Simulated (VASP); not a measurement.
# TlBr (Pm-3m) in VASP: settings compared

Aim: see how the results for TlBr move with the level of theory and the settings. Levels: r2SCANh, PBE0, HF. Tasks: single point.

All numbers are computed with VASP 6.6.1; they aren't measurements. Logs are shortened: lines on timing, memory, paths and dates and some standing lists are left out, and cuts for length are marked.

## Step 1: The cell of the first run

Symmetry: Pm-3m, No. 221, cubic system. Conventional cell: a = 3.945 Å, b = 3.945 Å, c = 3.945 Å, α = 90.00°, β = 90.00°, γ = 90.00°. Tl (site symmetry m-3m) has 8 Br at 3.42 Å and 6 Tl at 3.95 Å within 4.5 Å. Br (site symmetry m-3m) has 8 Tl at 3.42 Å and 6 Br at 3.95 Å within 4.5 Å.

## Step 2: Single point, r2SCANh

POSCAR

```
TlBr
1.0
    3.9451847160      0.0000000000      0.0000000000
    0.0000000000      3.9451847160      0.0000000000
    0.0000000000      0.0000000000      3.9451847160
Tl Br
1 1
Direct
    0.0000000000      0.0000000000      0.0000000000
    0.5000000000      0.5000000000      0.5000000000
```

INCAR.step1

```
SYSTEM = TlBr
ALGO     = Normal         ! electronic algorithm
EDIFF    = 1E-5           ! SCF threshold, eV
ENCUT    = 440            ! plane-wave cutoff, eV
GGA      = PE             ! functional
GGA_COMPAT= .False.      
ISIF     = 2              ! what is computed and relaxed
ISMEAR   = 0              ! smearing method
LASPH    = .True.         ! aspherical terms in the spheres
LREAL    = .False.        ! projectors in reciprocal space
LWAVE    = .True.         ! write WAVECAR
NBANDS   = 17             ! bands
NELM     = 120            ! most SCF steps
PREC     = Accurate       ! precision mode
SIGMA    = 0.01           ! smearing width, eV
```

INCAR.step2

```
SYSTEM = TlBr
AEXX     = 0.1            ! exact-exchange fraction
ALGO     = Normal         ! electronic algorithm
EDIFF    = 1E-6           ! SCF threshold, eV
ENCUT    = 440            ! plane-wave cutoff, eV
GGA_COMPAT= .False.      
ISIF     = 2              ! what is computed and relaxed
ISMEAR   = 0              ! smearing method
ISTART   = 1            
LASPH    = .True.         ! aspherical terms in the spheres
LCHARG   = .True.         ! write CHGCAR
LELF     = .True.         ! ELF
LHFCALC  = .True.         ! exact exchange
LMIXTAU  = .True.       
LREAL    = .False.        ! projectors in reciprocal space
LVHAR    = .True.       
LWAVE    = .False.        ! write WAVECAR
METAGGA  = R2SCAN         ! meta-GGA
NBANDS   = 17             ! bands
NELM     = 120            ! most SCF steps
PREC     = Accurate       ! precision mode
PRECFOCK = Normal       
SIGMA    = 0.01           ! smearing width, eV
```

KPOINTS

```
k-points
0
Gamma
  4 4 4
  0 0 0
```

Potentials or basis: VASP PAW PBE potentials, release 64 (Tl_d, Br).

Started as:

```
$ cat potpaw_PBE.64/Tl_d/POTCAR potpaw_PBE.64/Br/POTCAR > POTCAR
$ cp INCAR.step1 INCAR
$ mpirun -np 1 vasp_std > vasp.out
$ cp INCAR.step2 INCAR
$ mpirun -np 1 vasp_std > vasp.out
```

OUTCAR:

```text
SYSTEM = TlBr
   AEXX = 0.1
   EDIFF = 1E-6
   ENCUT = 440
   ISIF = 2
   ISMEAR = 0
   ISTART = 1
   LASPH = .True.
   LHFCALC = .True.
   LREAL = .False.
   METAGGA = R2SCAN
   NELM = 120
   PREC = Accurate
   PRECFOCK = Normal

 ion  position               nearest neighbor table
   1  0.000  0.000  0.000-   2 3.42   2 3.42   2 3.42   2 3.42   2 3.42   2 3.42   2 3.42   2 3.42

   2  0.500  0.500  0.500-   1 3.42   1 3.42   1 3.42   1 3.42   1 3.42   1 3.42   1 3.42   1 3.42

  LATTYP: Found a simple cubic cell.
 ALAT       =     3.9451847160

  Lattice vectors:

 A1 = (   3.9451847160,   0.0000000000,   0.0000000000)
 A2 = (   0.0000000000,   3.9451847160,   0.0000000000)
 A3 = (   0.0000000000,   0.0000000000,   3.9451847160)

Analysis of symmetry for initial positions (statically):
=====================================================================
 Subroutine PRICEL returns:
 Original cell was already a primitive cell.

 Routine SETGRP: Setting up the symmetry group for a
 simple cubic supercell.

 Subroutine GETGRP returns: Found 48 space group operations
 (whereof 48 operations were pure point group operations)
 out of a pool of 48 trial point group operations.

The static configuration has the point symmetry O_h .

Analysis of symmetry for dynamics (positions and initial velocities):
=====================================================================
 Subroutine PRICEL returns:
 Original cell was already a primitive cell.

 Routine SETGRP: Setting up the symmetry group for a
 simple cubic supercell.

 Subroutine GETGRP returns: Found 48 space group operations
 (whereof 48 operations were pure point group operations)
 out of a pool of 48 trial point group operations.

The dynamic configuration has the point symmetry O_h .

 Subroutine INISYM returns: Found 48 space group operations
 (whereof 48 operations are pure point group operations),
 and found     1 'primitive' translations

----------------------------------------------------------------------------------------

                                     Primitive cell

  volume of cell :      61.4048

  direct lattice vectors                    reciprocal lattice vectors
     3.945184716  0.000000000  0.000000000     0.253473556  0.000000000  0.000000000
     0.000000000  3.945184716  0.000000000     0.000000000  0.253473556  0.000000000
     0.000000000  0.000000000  3.945184716     0.000000000  0.000000000  0.253473556

  length of vectors
     3.945184716  3.945184716  3.945184716     0.253473556  0.253473556  0.253473556

  position of ions in fractional coordinates (direct lattice)
     0.000000000  0.000000000  0.000000000
     0.500000000  0.500000000  0.500000000

  ion indices of the primitive-cell ions
   primitive index   ion index
                 1           1
                 2           2

----------------------------------------------------------------------------------------

 KPOINTS: k-points

Automatic generation of k-mesh.
 Grid dimensions read from file:
 generate k-points for:    4    4    4

 Generating k-lattice:

  Cartesian coordinates                     Fractional coordinates (reciprocal lattice)
     0.063368389  0.000000000  0.000000000     0.250000000  0.000000000  0.000000000
     0.000000000  0.063368389  0.000000000     0.000000000  0.250000000  0.000000000
     0.000000000  0.000000000  0.063368389     0.000000000  0.000000000  0.250000000

  Length of vectors
     0.063368389  0.063368389  0.063368389

  Shift w.r.t. Gamma in fractional coordinates (k-lattice)
     0.000000000  0.000000000  0.000000000

 Subroutine IBZKPT returns following result:
 ===========================================

 Found     10 irreducible k-points:

 Following reciprocal coordinates:
            Coordinates               Weight
  0.000000  0.000000  0.000000      1.000000
  0.250000  0.000000  0.000000      6.000000
  0.500000  0.000000  0.000000      3.000000
  0.250000  0.250000  0.000000     12.000000
  0.500000  0.250000  0.000000     12.000000
  0.500000  0.500000  0.000000      3.000000
  0.250000  0.250000  0.250000      8.000000
  0.500000  0.250000  0.250000     12.000000
  0.500000  0.500000  0.250000      6.000000
  0.500000  0.500000  0.500000      1.000000
   k-points           NKPTS =     10   k-points in BZ     NKDIM =     64   number of bands    NBANDS=     17
   number of dos      NEDOS =    301   number of ions     NIONS =      2
   total plane-waves  NPLWV =  21952
   dimension x,y,z NGX =    28 NGY =   28 NGZ =   28
   dimension x,y,z NGXF=    56 NGYF=   56 NGZF=   56
   ions per type =               1   1
   NGX,Y,Z   is equivalent  to a cutoff of  11.80, 11.80, 11.80 a.u.
   NGXF,Y,Z  is equivalent  to a cutoff of  23.60, 23.60, 23.60 a.u.
 SYSTEM =  TlBr
   PREC   = accura    normal or accurate (medium, high low for compatibility)
   ISTART =      1    job   : 0-new  1-cont  2-samecut
   ICHARG =      0    charge: 1-file 2-atom 10-const
   ISPIN  =      1    spin polarized calculation?
   LNONCOLLINEAR =      F non collinear calculations
   LSORBIT =      F    spin-orbit coupling
   LASPH  =      T    aspherical Exc in radial PAW
   ENCUT  =  440.0 eV  32.34 Ry    5.69 a.u.   6.75  6.75  6.75*2*pi/ulx,y,z
   NELM   =    120;   NELMIN=  2; NELMDL=  0     # of ELM steps
   EDIFF  = 0.1E-05   stopping-criterion for ELM
   LREAL  =      F    real-space projection
   EDIFFG = 0.1E-04   stopping-criterion for IOM
   NSW    =      0    number of steps for IOM
   IBRION =     -1    ionic relax: 0-MD 1-quasi-New 2-CG
   NFREE  =      0    steps in history (QN), initial steepest desc. (CG)
   ISIF   =      2    stress and relaxation
   ISYM   =      3    0-nonsym 1-usesym 2-fastsym
   POTIM  = 0.5000    time-step for ionic-motion
   TEBEG  =    0.0;   TEEND  =   0.0 temperature during run
   PSTRESS=    0.0 pullay stress
   NELECT =      20.0000    total number of electrons
   NUPDOWN=      -1.0000    fix difference up-down
   EMIN   =  10.00;   EMAX   =-10.00  energy-range for DOS
   EFERMI =   0.00;   METHOD = LEGACY
   ISMEAR =     0;   SIGMA  =   0.01  broadening in eV -4-tet -1-fermi 0-gaus
   EFERMI_NEDOS =   21; number of points for ismear=-14 and -15
   IALGO  =     38    algorithm
   IMIX   =      1    mixing-type and parameters
     AMIX     =   0.40;   BMIX     =  1.00
     AMIX_MAG =   1.60;   BMIX_MAG =  1.00
  volume/ion in A,a.u.               =      30.70       207.19
  Fermi-wavevector in a.u.,A,eV,Ry     =   1.126378  2.128546 17.262084  1.268727
  Thomas-Fermi vector in A             =   2.263059
   LORBIT       =      0    0 simple, 1 ext, 2 COOP (PROOUT), +10 PAW based schemes
   METAGGA = R2SCAN    functional components
   LHFCALC =     T    Hartree Fock is set to
   PRECFOCK=normal    Normal, Fast or Accurate (Low or Medium for compatibility)
   ENCUT4O =  -1.0   cutoff for four orbital integrals eV
   NKREDX  =     1    reduce k-point grid by
   NKREDY  =     1    reduce k-point grid by
   NKREDZ  =     1    reduce k-point grid by
   AEXX    =    0.1000 exact exchange contribution
   HFSCREEN=    0.0000 screening length (either q_TF or 0.3 A-1)
   HFSCREENC=   0.0000 screening length for correlation (either q_TF or 0.3 A-1)
   ENCUTFOCK=  -1.0 apply spherical cutoff to Coloumb kernel
   IVDW    =     0    specifies the selected vdW correction
   LEPSILON=     F    determine dielectric tensor
   LRPA    =     F    only Hartree local field effects (RPA)
 non-spin polarized calculation
 Gauss-broadening in eV      SIGMA  =   0.01
  energy-cutoff  :      440.00
  volume of cell :       61.40
 maximum number of plane-waves:      1328
 NGX is ok and might be reduce to    28
  NGX = 24; NGY = 24; NGZ = 24

 number of electron      20.0000009 magnetization

 Free energy of the ion-electron system (eV)
  ---------------------------------------------------
  ext. energy  EPLUGINS =         0.00000000
  ---------------------------------------------------
  free energy    TOTEN  =       -62.95761224 eV

  energy without entropy =      -62.95761224  energy(sigma->0) =      -62.95761224

 E-fermi :   2.1715     XC(G=0):  -8.7271

 val. band max:        2.0764422784   @ k =   0.5000   0.0000   0.0000
 cond. band min:       4.7891012645   @ k =   0.5000   0.0000   0.0000
 fundamental gap:      2.7126589861
 Fermi energy:         2.1714994970

 k-point     1 :       0.0000    0.0000    0.0000
  band No.  band energies     occupation
      1     -12.8311      2.00000
      2      -8.9575      2.00000
      3      -8.9575      2.00000
      4      -8.7648      2.00000
      5      -8.7648      2.00000
      6      -8.7648      2.00000
[... 9 lines left out ...]
     16      14.9085      0.00000
     17      16.9502      0.00000

 k-point     2 :       0.2500    0.0000    0.0000
  band No.  band energies     occupation
      1     -12.6978      2.00000
      2      -8.9520      2.00000
      3      -8.8865      2.00000
      4      -8.7985      2.00000
      5      -8.7985      2.00000
      6      -8.7618      2.00000
[... 9 lines left out ...]
     16      15.4797      0.00000
     17      16.7663      0.00000

 k-point     3 :       0.5000    0.0000    0.0000
  band No.  band energies     occupation
      1     -12.5546      2.00000
      2      -8.9465      2.00000
      3      -8.8318      2.00000
      4      -8.8318      2.00000
      5      -8.8193      2.00000
      6      -8.7588      2.00000
[... 9 lines left out ...]
     16      16.9595      0.00000
     17      17.0311      0.00000

 k-point     4 :       0.2500    0.2500    0.0000
  band No.  band energies     occupation
      1     -12.5963      2.00000
      2      -8.9161      2.00000
      3      -8.8401      2.00000
      4      -8.8007      2.00000
      5      -8.7957      2.00000
      6      -8.7880      2.00000
[... 9 lines left out ...]
     16      14.2426      0.00000
     17      14.7523      0.00000
[... 63 lines left out ...]
      1     -12.4050      2.00000
      2      -8.8721      2.00000
      3      -8.8303      2.00000
      4      -8.8257      2.00000
      5      -8.7835      2.00000
      6      -8.7553      2.00000
[... 9 lines left out ...]
     16      14.4294      0.00000
     17      17.9545      0.00000

 k-point     9 :       0.5000    0.5000    0.2500
  band No.  band energies     occupation
      1     -12.3162      2.00000
      2      -8.8637      2.00000
      3      -8.8637      2.00000
      4      -8.8301      2.00000
      5      -8.7915      2.00000
      6      -8.7069      2.00000
[... 9 lines left out ...]
     16      15.3998      0.00000
     17      18.3334      0.00000

 k-point    10 :       0.5000    0.5000    0.5000
  band No.  band energies     occupation
      1     -12.1998      2.00000
      2      -8.9143      2.00000
      3      -8.9143      2.00000
      4      -8.9143      2.00000
      5      -8.7052      2.00000
      6      -8.7052      2.00000
[... 9 lines left out ...]
     16      16.6171      0.00000
     17      20.2690      0.00000

------------------------ aborting loop because EDIFF is reached ----------------------------------------

  FORCE on cell =-STRESS in cart. coord.  units (eV):
  Direction    XX          YY          ZZ          XY          YZ          ZX
  --------------------------------------------------------------------------------------
  -------------------------------------------------------------------------------------
  Total        0.4301630      0.4301630      0.4301630     -0.0000000     -0.0000000      0.0000000
  in kB       11.2238449     11.2238449     11.2238449     -0.0000000     -0.0000000      0.0000000
  external PRESSURE =      11.2238449 kB  Pullay stress =       0.0000000 kB

 VOLUME and BASIS-vectors are now :
 -----------------------------------------------------------------------------
  energy-cutoff  :      440.00
  volume of cell :       61.40
      direct lattice vectors                 reciprocal lattice vectors
     3.945184716  0.000000000  0.000000000     0.253473556  0.000000000  0.000000000
     0.000000000  3.945184716  0.000000000     0.000000000  0.253473556  0.000000000
     0.000000000  0.000000000  3.945184716     0.000000000  0.000000000  0.253473556

 POSITION                                       TOTAL-FORCE (eV/Angst)
 -----------------------------------------------------------------------------------
      0.00000      0.00000      0.00000         0.000000      0.000000      0.000000
      1.97259      1.97259      1.97259         0.000000      0.000000      0.000000
 -----------------------------------------------------------------------------------
    total drift:                               -0.000001     -0.000001     -0.000000

  FREE ENERGIE OF THE ION-ELECTRON SYSTEM (eV)
  ---------------------------------------------------
  free  energy   TOTEN  =       -62.9576122405 eV

  energy  without entropy=      -62.9576122405  energy(sigma->0) =      -62.95761224
```

Wall time 13 min (1 thread of Intel Xeon Platinum 8259CL at 2.50GHz (Skylake/Cascade Lake), shared host); peak memory 0.18 GiB.

Results:

| Quantity | Value |
| --- | --- |
| Free energy | -62.9576 eV |
| Pressure | 1.1 GPa |
| Band gap on the k mesh | 2.71 eV |

Levels at points of the mesh, in eV from the valence-band top:
```tsv
k point	band 6	band 7	band 8	band 9	band 10	band 11	band 12	band 13	band 14	band 15
(0.00, 0.00, 0.00)	-10.84	-4.79	-1.61	-1.61	-1.61	8.01	8.01	8.47	8.47	8.47
(0.50, 0.00, 0.00)	-10.84	-5.99	-1.07	-1.07	0.00	2.71	6.81	6.81	9.04	11.67
(0.50, 0.50, 0.00)	-10.79	-3.87	-3.35	-3.35	-0.98	5.88	5.88	8.62	8.88	11.64
(0.50, 0.50, 0.50)	-10.78	-2.76	-2.29	-2.29	-2.29	2.89	2.89	2.89	14.54	14.54
```

Caveat: the PAW data sets were made with another functional, which shifts forces and pressure a little; spin-orbit coupling is left out, which moves the levels of the heavy elements. A k mesh can miss the band edges.

(Part 1 of 3 ends here.)
